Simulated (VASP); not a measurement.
# MgS (Fm-3m) in VASP: further runs, part 2 of 2

VASP 6.6.1. The steps go on from the part before.

## (4) Single point, PBE

The input, INCAR:

```
PREC     = Accurate       # precision mode
ENCUT    = 600            # plane-wave cutoff, eV
EDIFF    = 1E-6           # SCF threshold, eV
ISMEAR   = 0              # smearing method
SIGMA    = 0.01           # smearing width, eV
LREAL    = F              # projectors in reciprocal space
LASPH    = T              # aspherical terms in the spheres
NELM     = 120            # most SCF steps
ALGO     = Normal         # electronic algorithm
ISIF     = 2              # what is computed and relaxed
LWAVE    = F              # write WAVECAR
LCHARG   = F              # write CHGCAR
GGA      = PE             # functional
NBANDS   = 11             # bands
GGA_COMPAT= F
```

The input, KPOINTS:

```
Automatic mesh
0
Gamma
  4 4 4
```

The input, POSCAR:

```
MgS
1.0
    0.0000000000      2.6000000000      2.6000000000
    2.6000000000      0.0000000000      2.6000000000
    2.6000000000      2.6000000000      0.0000000000
Mg S
1 1
Direct
    0.0000000000      0.0000000000      0.0000000000
    0.5000000000      0.5000000000      0.5000000000
```

Potentials or basis: VASP PAW PBE potentials, release 64 (Mg, S).

Launch:

```sh
cat potpaw_PBE.64/Mg/POTCAR potpaw_PBE.64/S/POTCAR > POTCAR
mpirun -np 1 vasp_std > vasp.out
```

OUTCAR:

```text
PREC = Accurate
   ENCUT = 600
   EDIFF = 1E-6
   ISMEAR = 0
   LREAL = F
   LASPH = T
   NELM = 120
   ISIF = 2
   GGA = PE

 ion  position               nearest neighbor table
   1  0.000  0.000  0.000-   2 2.60   2 2.60   2 2.60   2 2.60   2 2.60   2 2.60
   2  0.500  0.500  0.500-   1 2.60   1 2.60   1 2.60   1 2.60   1 2.60   1 2.60

  LATTYP: Found a face centered cubic cell.
 ALAT       =     5.2000000000

  Lattice vectors:

 A1 = (   0.0000000000,   2.6000000000,   2.6000000000)
 A2 = (   2.6000000000,   0.0000000000,   2.6000000000)
 A3 = (   2.6000000000,   2.6000000000,   0.0000000000)

Analysis of symmetry for initial positions (statically):
=====================================================================
 Subroutine PRICEL returns:
 Original cell was already a primitive cell.

 Routine SETGRP: Setting up the symmetry group for a
 face centered cubic supercell.

 Subroutine GETGRP returns: Found 48 space group operations
 (whereof 48 operations were pure point group operations)
 out of a pool of 48 trial point group operations.

The static configuration has the point symmetry O_h .

Analysis of symmetry for dynamics (positions and initial velocities):
=====================================================================
 Subroutine PRICEL returns:
 Original cell was already a primitive cell.

 Routine SETGRP: Setting up the symmetry group for a
 face centered cubic supercell.

 Subroutine GETGRP returns: Found 48 space group operations
 (whereof 48 operations were pure point group operations)
 out of a pool of 48 trial point group operations.

The dynamic configuration has the point symmetry O_h .

 Subroutine INISYM returns: Found 48 space group operations
 (whereof 48 operations are pure point group operations),
 and found     1 'primitive' translations

----------------------------------------------------------------------------------------

                                     Primitive cell

  volume of cell :      35.1520

  direct lattice vectors                    reciprocal lattice vectors
     0.000000000  2.600000000  2.600000000    -0.192307692  0.192307692  0.192307692
     2.600000000  0.000000000  2.600000000     0.192307692 -0.192307692  0.192307692
     2.600000000  2.600000000  0.000000000     0.192307692  0.192307692 -0.192307692

  length of vectors
     3.676955262  3.676955262  3.676955262     0.333086694  0.333086694  0.333086694

  position of ions in fractional coordinates (direct lattice)
     0.000000000  0.000000000  0.000000000
     0.500000000  0.500000000  0.500000000

  ion indices of the primitive-cell ions
   primitive index   ion index
                 1           1
                 2           2

----------------------------------------------------------------------------------------

 KPOINTS: Automatic mesh

Automatic generation of k-mesh.
 Grid dimensions read from file:
 generate k-points for:    4    4    4

 Generating k-lattice:

  Cartesian coordinates                     Fractional coordinates (reciprocal lattice)
    -0.048076923  0.048076923  0.048076923     0.250000000  0.000000000  0.000000000
     0.048076923 -0.048076923  0.048076923     0.000000000  0.250000000  0.000000000
     0.048076923  0.048076923 -0.048076923     0.000000000  0.000000000  0.250000000

  Length of vectors
     0.083271673  0.083271673  0.083271673

  Shift w.r.t. Gamma in fractional coordinates (k-lattice)
     0.000000000  0.000000000  0.000000000

 Subroutine IBZKPT returns following result:
 ===========================================

 Found      8 irreducible k-points:

 Following reciprocal coordinates:
            Coordinates               Weight
  0.000000  0.000000  0.000000      1.000000
  0.250000  0.000000  0.000000      8.000000
  0.500000  0.000000  0.000000      4.000000
  0.250000  0.250000  0.000000      6.000000
  0.500000  0.250000  0.000000     24.000000
 -0.250000  0.250000  0.000000     12.000000
  0.500000  0.500000  0.000000      3.000000
 -0.250000  0.500000  0.250000      6.000000
   k-points           NKPTS =      8   k-points in BZ     NKDIM =      8   number of bands    NBANDS=     11
   number of dos      NEDOS =    301   number of ions     NIONS =      2
   total plane-waves  NPLWV =  27000
   dimension x,y,z NGX =    30 NGY =   30 NGZ =   30
   dimension x,y,z NGXF=    60 NGYF=   60 NGZF=   60
   ions per type =               1   1
   NGX,Y,Z   is equivalent  to a cutoff of  13.56, 13.56, 13.56 a.u.
   NGXF,Y,Z  is equivalent  to a cutoff of  27.13, 27.13, 27.13 a.u.
 SYSTEM =  unknown system
   PREC   = accura    normal or accurate (medium, high low for compatibility)
   ISTART =      0    job   : 0-new  1-cont  2-samecut
   ICHARG =      2    charge: 1-file 2-atom 10-const
   ISPIN  =      1    spin polarized calculation?
   LNONCOLLINEAR =      F non collinear calculations
   LSORBIT =      F    spin-orbit coupling
   LASPH  =      T    aspherical Exc in radial PAW
   ENCUT  =  600.0 eV  44.10 Ry    6.64 a.u.   7.34  7.34  7.34*2*pi/ulx,y,z
   NELM   =    120;   NELMIN=  2; NELMDL= -5     # of ELM steps
   EDIFF  = 0.1E-05   stopping-criterion for ELM
   LREAL  =      F    real-space projection
   EDIFFG = 0.1E-04   stopping-criterion for IOM
   NSW    =      0    number of steps for IOM
   IBRION =     -1    ionic relax: 0-MD 1-quasi-New 2-CG
   NFREE  =      0    steps in history (QN), initial steepest desc. (CG)
   ISIF   =      2    stress and relaxation
   ISYM   =      2    0-nonsym 1-usesym 2-fastsym
   POTIM  = 0.5000    time-step for ionic-motion
   TEBEG  =    0.0;   TEEND  =   0.0 temperature during run
   PSTRESS=    0.0 pullay stress
   NELECT =       8.0000    total number of electrons
   NUPDOWN=      -1.0000    fix difference up-down
   EMIN   =  10.00;   EMAX   =-10.00  energy-range for DOS
   EFERMI =   0.00;   METHOD = LEGACY
   ISMEAR =     0;   SIGMA  =   0.01  broadening in eV -4-tet -1-fermi 0-gaus
   EFERMI_NEDOS =   21; number of points for ismear=-14 and -15
   IALGO  =     38    algorithm
   IMIX   =      4    mixing-type and parameters
     AMIX     =   0.40;   BMIX     =  1.00
     AMIX_MAG =   1.60;   BMIX_MAG =  1.00
  volume/ion in A,a.u.               =      17.58       118.61
  Fermi-wavevector in a.u.,A,eV,Ry     =   0.999512  1.888804 13.592558  0.999025
  Thomas-Fermi vector in A             =   2.131807
   LORBIT       =      0    0 simple, 1 ext, 2 COOP (PROOUT), +10 PAW based schemes
   GGA     = PE    functional components
   LHFCALC =     F    Hartree Fock is set to
   AEXX    =    0.0000 exact exchange contribution
   IVDW    =     0    specifies the selected vdW correction
   LEPSILON=     F    determine dielectric tensor
   LRPA    =     F    only Hartree local field effects (RPA)
 non-spin polarized calculation
 Gauss-broadening in eV      SIGMA  =   0.01
  energy-cutoff  :      600.00
  volume of cell :       35.15
 maximum number of plane-waves:      1211
 NGX is ok and might be reduce to    30
   NGX = 15   NGY = 15   NGZ = 15

 number of electron       7.9999999 magnetization

 Free energy of the ion-electron system (eV)
  ---------------------------------------------------
  ext. energy  EPLUGINS =         0.00000000
  ---------------------------------------------------
  free energy    TOTEN  =        -8.45378559 eV

  energy without entropy =       -8.45378559  energy(sigma->0) =       -8.45378559

 E-fermi :   3.8994     XC(G=0):  -9.6879

 val. band max:        3.7706242270   @ k =   0.0000   0.0000   0.0000
 cond. band min:       6.5250547330   @ k =   0.5000   0.5000   0.0000
 fundamental gap:      2.7544305060
 Fermi energy:         3.8993902709

 k-point     1 :       0.0000    0.0000    0.0000
  band No.  band energies     occupation
      1      -8.9081      2.00000
      2       3.7706      2.00000
      3       3.7706      2.00000
      4       3.7706      2.00000
      5       7.4845      0.00000
      6      11.7051      0.00000
      7      11.7051      0.00000
      8      11.7051      0.00000
      9      14.1046      0.00000
     10      14.1046      0.00000
     11      16.2958      0.00000
[... 85 lines left out ...]
 k-point     8 :      -0.2500    0.5000    0.2500
  band No.  band energies     occupation
      1      -7.1737      2.00000
      2       0.5261      2.00000
      3       0.5261      2.00000
      4       1.3985      2.00000
      5       9.0101      0.00000
      6      11.7205      0.00000
      7      11.7205      0.00000
      8      11.8261      0.00000
      9      18.1118      0.00000
     10      18.1118      0.00000
     11      19.4805      0.00000

------------------------ aborting loop because EDIFF is reached ----------------------------------------

  FORCE on cell =-STRESS in cart. coord.  units (eV):
  Direction    XX          YY          ZZ          XY          YZ          ZX
  --------------------------------------------------------------------------------------
  -------------------------------------------------------------------------------------
  Total        0.3094101      0.3094101      0.3094101      0.0000000      0.0000000      0.0000000
  in kB       14.1024646     14.1024646     14.1024646      0.0000000      0.0000000      0.0000000
  external PRESSURE =      14.1024646 kB  Pullay stress =       0.0000000 kB

 VOLUME and BASIS-vectors are now :
 -----------------------------------------------------------------------------
  energy-cutoff  :      600.00
  volume of cell :       35.15
      direct lattice vectors                 reciprocal lattice vectors
     0.000000000  2.600000000  2.600000000    -0.192307692  0.192307692  0.192307692
     2.600000000  0.000000000  2.600000000     0.192307692 -0.192307692  0.192307692
     2.600000000  2.600000000  0.000000000     0.192307692  0.192307692 -0.192307692

 POSITION                                       TOTAL-FORCE (eV/Angst)
 -----------------------------------------------------------------------------------
      0.00000      0.00000      0.00000        -0.000000     -0.000000      0.000000
      2.60000      2.60000      2.60000         0.000000      0.000000      0.000000
 -----------------------------------------------------------------------------------
    total drift:                               -0.000000     -0.000000      0.000000

  FREE ENERGIE OF THE ION-ELECTRON SYSTEM (eV)
  ---------------------------------------------------
  free  energy   TOTEN  =        -8.4537855919 eV

  energy  without entropy=       -8.4537855919  energy(sigma->0) =       -8.45378559
```

It used 7.3 s of CPU time on 1 thread of AMD EPYC 7R13 Processor (Zen 3) (shared host).

Results:

| Property | Result |
| --- | --- |
| Free energy | -8.4538 eV |
| Pressure | 1.4 GPa |
| Band gap on the k mesh | 2.75 eV, indirect (least direct gap 3.71 eV) |

Caveat: the k points lie up to 0.52 Å⁻¹ apart. A k mesh can miss the band edges.

## (5) Single point, PBE

The input, INCAR:

```
SYSTEM = MgS
PREC = Accurate ; ENCUT = 600
EDIFF = 1E-6 ; ISMEAR = 0
SIGMA = 0.01 ; LREAL = .False.
LASPH = .True. ; NELM = 120
ALGO = Normal ; ISIF = 2
LWAVE = .False. ; LCHARG = .False.
GGA = PE ; NBANDS = 11
GGA_COMPAT = .False.
```

The input, KPOINTS:

```
Automatic mesh
0
Gamma
  4 4 4
  0 0 0
```

POSCAR is that of step 4.

Potentials or basis: VASP PAW PBE potentials, release 64 (Mg, S).

Launch:

```sh
cat potpaw_PBE.64/Mg/POTCAR potpaw_PBE.64/S/POTCAR > POTCAR
mpirun -np 1 vasp_std > vasp.out
```

OUTCAR:

```text
SYSTEM = MgS
   PREC = Accurate
   ENCUT = 600
   EDIFF = 1E-6
   ISMEAR = 0
   LREAL = .False.
   LASPH = .True.
   NELM = 120
   ISIF = 2
   GGA = PE

 ion  position               nearest neighbor table
   1  0.000  0.000  0.000-   2 2.60   2 2.60   2 2.60   2 2.60   2 2.60   2 2.60
   2  0.500  0.500  0.500-   1 2.60   1 2.60   1 2.60   1 2.60   1 2.60   1 2.60

  LATTYP: Found a face centered cubic cell.
 ALAT       =     5.2000000000

  Lattice vectors:

 A1 = (   0.0000000000,   2.6000000000,   2.6000000000)
 A2 = (   2.6000000000,   0.0000000000,   2.6000000000)
[... 280 lines left out ...]

  FORCE on cell =-STRESS in cart. coord.  units (eV):
  Direction    XX          YY          ZZ          XY          YZ          ZX
  --------------------------------------------------------------------------------------
  -------------------------------------------------------------------------------------
  Total        0.3094101      0.3094101      0.3094101      0.0000000      0.0000000      0.0000000
  in kB       14.1024646     14.1024646     14.1024646      0.0000000      0.0000000      0.0000000
  external PRESSURE =      14.1024646 kB  Pullay stress =       0.0000000 kB

 VOLUME and BASIS-vectors are now :
 -----------------------------------------------------------------------------
  energy-cutoff  :      600.00
  volume of cell :       35.15
      direct lattice vectors                 reciprocal lattice vectors
     0.000000000  2.600000000  2.600000000    -0.192307692  0.192307692  0.192307692
     2.600000000  0.000000000  2.600000000     0.192307692 -0.192307692  0.192307692
     2.600000000  2.600000000  0.000000000     0.192307692  0.192307692 -0.192307692

 POSITION                                       TOTAL-FORCE (eV/Angst)
 -----------------------------------------------------------------------------------
      0.00000      0.00000      0.00000        -0.000000     -0.000000      0.000000
      2.60000      2.60000      2.60000         0.000000      0.000000      0.000000
 -----------------------------------------------------------------------------------
    total drift:                               -0.000000     -0.000000      0.000000

  FREE ENERGIE OF THE ION-ELECTRON SYSTEM (eV)
  ---------------------------------------------------
  free  energy   TOTEN  =        -8.4537855919 eV

  energy  without entropy=       -8.4537855919  energy(sigma->0) =       -8.45378559
```

OSZICAR:

```text
N       E                     dE             d eps       ncg     rms          rms(c)
DAV:   1     0.288727869498E+02    0.28873E+02   -0.40743E+03   176   0.685E+02
DAV:   2    -0.702441834736E+01   -0.35897E+02   -0.32357E+02   230   0.105E+02
DAV:   3    -0.886523273818E+01   -0.18408E+01   -0.18379E+01   234   0.261E+01
DAV:   4    -0.887655980545E+01   -0.11327E-01   -0.11326E-01   200   0.243E+00
DAV:   5    -0.887665923167E+01   -0.99426E-04   -0.99425E-04   214   0.241E-01    0.438E+00
DAV:   6    -0.849676565844E+01    0.37989E+00   -0.80730E-01   191   0.356E+00    0.348E+00
DAV:   7    -0.845332674837E+01    0.43439E-01   -0.23140E-01   191   0.209E+00    0.228E+00
DAV:   8    -0.845390337798E+01   -0.57663E-03   -0.15017E-02   185   0.748E-01    0.893E-01
DAV:   9    -0.845376134040E+01    0.14204E-03   -0.48649E-04   203   0.141E-01    0.366E-01
DAV:  10    -0.845378771114E+01   -0.26371E-04   -0.12669E-04   216   0.550E-02    0.518E-02
DAV:  11    -0.845378572246E+01    0.19887E-05   -0.13677E-05   197   0.171E-02    0.182E-02
DAV:  12    -0.845378559195E+01    0.13051E-06   -0.35929E-07   118   0.385E-03
   1 F= -.84537856E+01 E0= -.84537856E+01  d E =-.258946E-75
```

stdout:

```text
POSCAR found type information on POSCAR MgS
 POSCAR found :  2 types and       2 ions
 scaLAPACK will be used
 LDA part: xc-table for (Slater+PW92), standard interpolation
 POSCAR, INCAR and KPOINTS ok, starting setup
 FFT: planning ... GRIDC
 FFT: planning ... GRID_SOFT
 FFT: planning ... GRID
 WAVECAR not read
 entering main loop
```

It used 15 s of CPU time on 1 thread of AMD EPYC 7R13 Processor (Zen 3), with other jobs on the host.

Results:

| Property | Result |
| --- | --- |
| Free energy | -8.4538 eV |
| Pressure | 1.4 GPa |
| Band gap on the k mesh | 2.75 eV, indirect (least direct gap 3.71 eV) |

Caveat: the k points lie up to 0.52 Å⁻¹ apart.
